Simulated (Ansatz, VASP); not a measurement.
**One calculation of Zn, two programs**

File INCAR:

```
SYSTEM = Zn
PREC = Accurate ; ENCUT = 520
EDIFF = 1E-6 ; ISMEAR = 0
SIGMA = 0.15 ; LREAL = .FALSE.
LASPH = .TRUE. ; NELM = 80
ALGO = Normal ; ISIF = 2
LWAVE = .FALSE. ; LCHARG = .FALSE.
GGA = PE ; NBANDS = 12
```

KPOINTS

```
Automatic mesh
0
G
  20 20 20
  0 0 0
```

POSCAR

```
Zn
1.0
    0.0000000000      1.9643393415      1.9185702348
    1.9643393415      0.0000000000      1.9185702348
    1.9643393415      1.9643393415      0.0000000000
Zn
1
Direct
    0.0000000000      0.0000000000      0.0000000000
```

Input for Ansatz:

```yaml
crystal:
  lattice:
    - [0.0, 1.9643393415, 1.9185702348]
    - [1.9643393415, 0.0, 1.9185702348]
    - [1.9643393415, 1.9643393415, 0.0]
  atoms:
    - { symbol: Zn, position: [0.0, 0.0, 0.0] }
basis:
  ecutwfc: 520.0
kpoints:
  mp_grid: { grid: [20, 20, 20] }
hamiltonian:
  xc: pbe
scf:
  occupations: { method: gaussian, width: 0.15 }
output:
  forces: true
  stress: true
  eigenvalues: true
```

Change from the starting cell: engineering shear strain xy +0.0000, normal strain along z -0.0233.

Alike in both runs: task single point; functional PBE; k mesh 20 × 20 × 20; occupations gaussian, width 0.15 eV; no spin polarisation.

|  | VASP | Ansatz |
| --- | --- | --- |
| version | VASP 6.6.1 | Ansatz 0.2.0 |
| potentials or method | VASP PAW PBE potentials, release 64 (Zn), cutoff 520 eV | scalar-relativistic, plane waves, PAW |
| valence electrons in the cell | 12 | 12 |

|  | VASP | Ansatz | Ansatz less VASP |
| --- | --- | --- | --- |
| gap on the k mesh at the Fermi level (eV) | none | none | - |
| pressure (GPa) | 2.3 | 1.8 | -0.45 |
| traceless stress, the component that is largest in VASP (GPa) | 1.38 | 1.38 | +0.002 |

A gap of «none» marks a metal or a gap that the smearing closes. With one functional, cell and mesh, what is left measures potentials, basis and numerics.
